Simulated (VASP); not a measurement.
Write the native input for VASP 6.6.1 that does the following.

| Property | Result |
| --- | --- |
| Task | single point |
| Functional | PBE |
| Potentials or basis | VASP PAW PBE potentials, release 64 (La, Y_sv, N) |
| Cutoff | 520 eV |
| k mesh | 12 × 12 × 6 |
| Occupations | gaussian, width 0.01 eV |
| Spin | no spin polarisation |
| Dipole correction | no |
| Further INCAR settings | ALGO = Normal; EDIFF = 1e-06; NBANDS = 24 |

The structure of LaYN2 lies in POSCAR:

```
LaYN2
1.0
    3.5305488811      0.0000000000      0.0000000000
   -1.7652744405      3.0575450204      0.0000000000
    0.0000000000      0.0000000000      6.2281287626
La Y N
1 1 2
Direct
    0.0000000000      0.0000000000      0.5000000000
    0.0000000000      0.0000000000      0.0000000000
    0.3333333333      0.6666666667      0.7646220059
    0.6666666667      0.3333333333      0.2353779941
```

The input as run:

INCAR

```
SYSTEM = LaYN2
PREC = Accurate
ENCUT = 520
EDIFF = 1E-6
ISMEAR = 0
SIGMA = 0.01
LREAL = .False.
LASPH = .True.
NELM = 100
ALGO = Normal
ISIF = 2
LWAVE = .False.
LCHARG = .True.
GGA = PE
LELF = .True.
LVHAR = .True.
NBANDS = 24
```

KPOINTS

```
regular mesh
0
Gamma
  12 12 6
  0 0 0
```

Potentials or basis: VASP PAW PBE potentials, release 64 (La, Y_sv, N).

The run is started by

```bash
$ cat potpaw_PBE.64/La/POTCAR potpaw_PBE.64/Y_sv/POTCAR potpaw_PBE.64/N/POTCAR > POTCAR
$ mpirun -np 1 vasp_std > vasp.out
```

Results of the run:

```json
{
  "Pressure": "-0.1 GPa",
  "Largest force": "0.016 eV/Å",
  "Band gap on the k mesh": "0.07 eV, indirect (least direct gap 0.36 eV)"
}
```

Caveat: spin-orbit coupling is left out, which moves the levels of the heavy elements.

Run time: 110 s on 1 thread of Intel(R) Xeon(R) Platinum 8488C (Sapphire Rapids), on a shared host, peak memory 0.35 GiB.
